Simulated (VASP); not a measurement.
**P: single point with PBEsol+D3(BJ)**

P:

```
P
1.0
     2.39048    0.00000    0.00000
     0.00000    2.39048    0.00000
     0.00000    0.00000    2.39065
P
1
Direct
  0.00000 0.00000 0.00000
```

This isn't the form of P at room conditions, which is orthorhombic.

```json
{"Program": "VASP 6.6.1", "Task": "single point", "Functional": "PBEsol", "Dispersion": "D3(BJ)", "Potentials or basis": "VASP PAW PBE potentials, release 64 (P)", "Cutoff": "520 eV", "k mesh": "18 × 18 × 18", "Occupations": "gaussian, width 0.1 eV", "Spin": "no spin polarisation", "Dipole correction": "no", "Further INCAR settings": "ALGO = Normal; EDIFF = 1e-06; NBANDS = 8"}
```

- Pressure: 0.1 GPa
- Band gap on the k mesh: zero (an odd number of electrons rules out a gap without spin polarisation)
- Dispersion energy per atom: -0.415 eV

Levels at points of the mesh, in eV from the Fermi level:
```
           k point  band 1  band 2  band 3  band 4  band 5  band 6  band 7  band 8
(0.00, 0.00, 0.00)  -17.10    5.44    5.45    5.45    6.83    6.83   14.93   25.45
(0.50, 0.00, 0.00)  -12.41   -9.20    8.55    8.56    9.57   14.72   14.72   17.17
(0.50, 0.50, 0.00)   -7.30   -5.51   -5.51    0.56   11.45   17.44   17.44   18.08
(0.00, 0.00, 0.50)  -12.41   -9.20    8.55    8.55    9.57   14.72   14.72   17.17
(0.50, 0.00, 0.50)   -7.30   -5.52   -5.51    0.56   11.45   17.44   17.45   18.08
(0.50, 0.50, 0.50)   -2.16   -2.16   -2.16   -0.79    4.50    4.50    4.50   10.80
```

Wall time 38 s on 1 thread of Intel(R) Xeon(R) Platinum 8175M CPU @ 2.50GHz (Skylake/Cascade Lake), on a shared host, peak memory 0.16 GiB.

Caveat: the PAW data sets were made with another functional, which shifts forces and pressure a little.
